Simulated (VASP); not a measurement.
# GaC3 (Pm-3m) in VASP: notebook, part 2 of 2

VASP 6.6.1. The steps go on from the part before.

**3. Single point, PBEsol**

Input file INCAR:

```
  PREC = Accurate
  ENCUT = 520
  EDIFF = 1E-7
  ISMEAR = 1
  SIGMA = 0.05
  LREAL = F
  LASPH = T
  NELM = 100
  ALGO = Normal
  ISIF = 2
  LWAVE = F
  LCHARG = F
  GGA = PS
  NBANDS = 20
```

Input file KPOINTS:

```
regular mesh
0
Gamma
  7 7 7
```

Input file POSCAR:

```
GaC3
1.0
    3.3189480000      0.0000000000      0.0000000000
    0.0000000000      3.3189480000      0.0000000000
    0.0000000000      0.0000000000      3.3189480000
Ga C
1 3
Direct
    0.0000000000      0.0000000000      0.0000000000
    0.0000000000      0.5000000000      0.5000000000
    0.5000000000      0.0000000000      0.5000000000
    0.5000000000      0.5000000000      0.0000000000
```

Potentials or basis: VASP PAW PBE potentials, release 64 (Ga_d, C).

Launch:

```
cat potpaw_PBE.64/Ga_d/POTCAR potpaw_PBE.64/C/POTCAR > POTCAR
mpirun -np 1 vasp_std > vasp.out
```

OUTCAR:

```text
PREC = Accurate
   ENCUT = 520
   EDIFF = 1E-7
   ISMEAR = 1
   LREAL = F
   LASPH = T
   NELM = 100
   ISIF = 2
   GGA = PS

 ion  position               nearest neighbor table
   1  0.000  0.000  0.000-   2 2.35   3 2.35   4 2.35   2 2.35   3 2.35   2 2.35   4 2.35   2 2.35
                             3 2.35   4 2.35   3 2.35   4 2.35
   2  0.000  0.500  0.500-   1 2.35   1 2.35   1 2.35   1 2.35
   3  0.500  0.000  0.500-   1 2.35   1 2.35   1 2.35   1 2.35
   4  0.500  0.500  0.000-   1 2.35   1 2.35   1 2.35   1 2.35

  LATTYP: Found a simple cubic cell.
 ALAT       =     3.3189480000

  Lattice vectors:

 A1 = (   3.3189480000,   0.0000000000,   0.0000000000)
 A2 = (   0.0000000000,   3.3189480000,   0.0000000000)
 A3 = (   0.0000000000,   0.0000000000,   3.3189480000)

Analysis of symmetry for initial positions (statically):
=====================================================================
 Subroutine PRICEL returns:
 Original cell was already a primitive cell.

 Routine SETGRP: Setting up the symmetry group for a
 simple cubic supercell.

 Subroutine GETGRP returns: Found 48 space group operations
 (whereof 48 operations were pure point group operations)
 out of a pool of 48 trial point group operations.

The static configuration has the point symmetry O_h .

Analysis of symmetry for dynamics (positions and initial velocities):
=====================================================================
 Subroutine PRICEL returns:
 Original cell was already a primitive cell.

 Routine SETGRP: Setting up the symmetry group for a
 simple cubic supercell.

 Subroutine GETGRP returns: Found 48 space group operations
 (whereof 48 operations were pure point group operations)
 out of a pool of 48 trial point group operations.

The dynamic configuration has the point symmetry O_h .

 Subroutine INISYM returns: Found 48 space group operations
 (whereof 48 operations are pure point group operations),
 and found     1 'primitive' translations

----------------------------------------------------------------------------------------

                                     Primitive cell

  volume of cell :      36.5596

  direct lattice vectors                    reciprocal lattice vectors
     3.318948000  0.000000000  0.000000000     0.301300292  0.000000000  0.000000000
     0.000000000  3.318948000  0.000000000     0.000000000  0.301300292  0.000000000
     0.000000000  0.000000000  3.318948000     0.000000000  0.000000000  0.301300292

  length of vectors
     3.318948000  3.318948000  3.318948000     0.301300292  0.301300292  0.301300292

  position of ions in fractional coordinates (direct lattice)
     0.000000000  0.000000000  0.000000000
     0.000000000  0.500000000  0.500000000
     0.500000000  0.000000000  0.500000000
     0.500000000  0.500000000  0.000000000

  ion indices of the primitive-cell ions
   primitive index   ion index
                 1           1
                 2           2
                 3           3
                 4           4

----------------------------------------------------------------------------------------

 KPOINTS: regular mesh

Automatic generation of k-mesh.
 Grid dimensions read from file:
 generate k-points for:    7    7    7

 Generating k-lattice:

  Cartesian coordinates                     Fractional coordinates (reciprocal lattice)
     0.043042899  0.000000000  0.000000000     0.142857143  0.000000000  0.000000000
     0.000000000  0.043042899  0.000000000     0.000000000  0.142857143  0.000000000
     0.000000000  0.000000000  0.043042899     0.000000000  0.000000000  0.142857143

  Length of vectors
     0.043042899  0.043042899  0.043042899

  Shift w.r.t. Gamma in fractional coordinates (k-lattice)
     0.000000000  0.000000000  0.000000000

 Subroutine IBZKPT returns following result:
 ===========================================

 Found     20 irreducible k-points:

 Following reciprocal coordinates:
            Coordinates               Weight
  0.000000  0.000000  0.000000      1.000000
  0.142857  0.000000  0.000000      6.000000
  0.285714  0.000000  0.000000      6.000000
  0.428571  0.000000  0.000000      6.000000
  0.142857  0.142857  0.000000     12.000000
  0.285714  0.142857  0.000000     24.000000
[... 12 lines left out ...]
  0.428571  0.428571  0.285714     24.000000
  0.428571  0.428571  0.428571      8.000000
   k-points           NKPTS =     20   k-points in BZ     NKDIM =     20   number of bands    NBANDS=     20
   number of dos      NEDOS =    301   number of ions     NIONS =      4
   total plane-waves  NPLWV =  21952
   dimension x,y,z NGX =    28 NGY =   28 NGZ =   28
   dimension x,y,z NGXF=    56 NGYF=   56 NGZF=   56
   ions per type =               1   3
   NGX,Y,Z   is equivalent  to a cutoff of  14.03, 14.03, 14.03 a.u.
   NGXF,Y,Z  is equivalent  to a cutoff of  28.05, 28.05, 28.05 a.u.
 SYSTEM =  unknown system
   PREC   = accura    normal or accurate (medium, high low for compatibility)
   ISTART =      0    job   : 0-new  1-cont  2-samecut
   ICHARG =      2    charge: 1-file 2-atom 10-const
   ISPIN  =      1    spin polarized calculation?
   LNONCOLLINEAR =      F non collinear calculations
   LSORBIT =      F    spin-orbit coupling
   LASPH  =      T    aspherical Exc in radial PAW
   ENCUT  =  520.0 eV  38.22 Ry    6.18 a.u.   6.17  6.17  6.17*2*pi/ulx,y,z
   NELM   =    100;   NELMIN=  2; NELMDL= -5     # of ELM steps
   EDIFF  = 0.1E-06   stopping-criterion for ELM
   LREAL  =      F    real-space projection
   EDIFFG = 0.1E-05   stopping-criterion for IOM
   NSW    =      0    number of steps for IOM
   IBRION =     -1    ionic relax: 0-MD 1-quasi-New 2-CG
   NFREE  =      0    steps in history (QN), initial steepest desc. (CG)
   ISIF   =      2    stress and relaxation
   ISYM   =      2    0-nonsym 1-usesym 2-fastsym
   POTIM  = 0.5000    time-step for ionic-motion
   TEBEG  =    0.0;   TEEND  =   0.0 temperature during run
   PSTRESS=    0.0 pullay stress
   NELECT =      25.0000    total number of electrons
   NUPDOWN=      -1.0000    fix difference up-down
   EMIN   =  10.00;   EMAX   =-10.00  energy-range for DOS
   EFERMI =   0.00;   METHOD = LEGACY
   ISMEAR =     1;   SIGMA  =   0.05  broadening in eV -4-tet -1-fermi 0-gaus
   EFERMI_NEDOS =   21; number of points for ismear=-14 and -15
   IALGO  =     38    algorithm
   IMIX   =      4    mixing-type and parameters
     AMIX     =   0.40;   BMIX     =  1.00
     AMIX_MAG =   1.60;   BMIX_MAG =  1.00
  volume/ion in A,a.u.               =       9.14        61.68
  Fermi-wavevector in a.u.,A,eV,Ry     =   1.442296  2.725544 28.303079  2.080218
  Thomas-Fermi vector in A             =   2.560832
   LORBIT       =      0    0 simple, 1 ext, 2 COOP (PROOUT), +10 PAW based schemes
   GGA     = PS    functional components
   LHFCALC =     F    Hartree Fock is set to
   AEXX    =    0.0000 exact exchange contribution
   IVDW    =     0    specifies the selected vdW correction
   LEPSILON=     F    determine dielectric tensor
   LRPA    =     F    only Hartree local field effects (RPA)
 non-spin polarized calculation
 Methfessel and Paxton  Order N= 1 SIGMA  =   0.05
  energy-cutoff  :      520.00
  volume of cell :       36.56
 maximum number of plane-waves:      1021
 NGX is ok and might be reduce to    28
   NGX = 13   NGY = 13   NGZ = 13

 number of electron      25.0000005 magnetization

 Free energy of the ion-electron system (eV)
  ---------------------------------------------------
  ext. energy  EPLUGINS =         0.00000000
  ---------------------------------------------------
  free energy    TOTEN  =       -19.65168597 eV

  energy without entropy =      -19.65077814  energy(sigma->0) =      -19.65138336

 E-fermi :   7.4115     XC(G=0): -12.6700

 val. band max:        7.3089269015   @ k =   0.2857   0.0000   0.0000
 cond. band min:       7.4231516052   @ k =   0.2857   0.1429   0.0000
 fundamental gap:      0.1142247037
 Fermi energy:         7.4115269113

 k-point     1 :       0.0000    0.0000    0.0000
  band No.  band energies     occupation
      1      -9.2604      2.00000
      2      -7.6402      2.00000
      3      -7.6402      2.00000
      4      -7.4301      2.00000
      5      -7.4301      2.00000
      6      -7.4301      2.00000
[... 449 lines left out ...]
     19      20.0717      0.00000
     20      20.6795      0.00000

------------------------ aborting loop because EDIFF is reached ----------------------------------------

  FORCE on cell =-STRESS in cart. coord.  units (eV):
  Direction    XX          YY          ZZ          XY          YZ          ZX
  --------------------------------------------------------------------------------------
  -------------------------------------------------------------------------------------
  Total       -0.9556363     -0.9556363     -0.9556363     -0.0000000      0.0000000      0.0000000
  in kB      -41.8795390    -41.8795390    -41.8795390     -0.0000000      0.0000000      0.0000000
  external PRESSURE =     -41.8795390 kB  Pullay stress =       0.0000000 kB

 VOLUME and BASIS-vectors are now :
 -----------------------------------------------------------------------------
  energy-cutoff  :      520.00
  volume of cell :       36.56
      direct lattice vectors                 reciprocal lattice vectors
     3.318948000  0.000000000  0.000000000     0.301300292  0.000000000  0.000000000
     0.000000000  3.318948000  0.000000000     0.000000000  0.301300292  0.000000000
     0.000000000  0.000000000  3.318948000     0.000000000  0.000000000  0.301300292

 POSITION                                       TOTAL-FORCE (eV/Angst)
 -----------------------------------------------------------------------------------
      0.00000      0.00000      0.00000         0.000000      0.000000      0.000000
      0.00000      1.65947      1.65947         0.000000      0.000000      0.000000
      1.65947      0.00000      1.65947         0.000000      0.000000      0.000000
      1.65947      1.65947      0.00000         0.000000      0.000000      0.000000
 -----------------------------------------------------------------------------------
    total drift:                               -0.000000      0.000000     -0.000000

  FREE ENERGIE OF THE ION-ELECTRON SYSTEM (eV)
  ---------------------------------------------------
  free  energy   TOTEN  =       -19.6516859661 eV

  energy  without entropy=      -19.6507781387  energy(sigma->0) =      -19.65138336
```

It took 21 s on 1 thread of AMD EPYC 7R13, shared host; peak memory 0.16 GiB.

What came out:

```
Free energy : -19.6517 eV
Pressure    : -4.2 GPa
```

Caveat: the PAW data sets were made with another functional, which shifts forces and pressure a little.
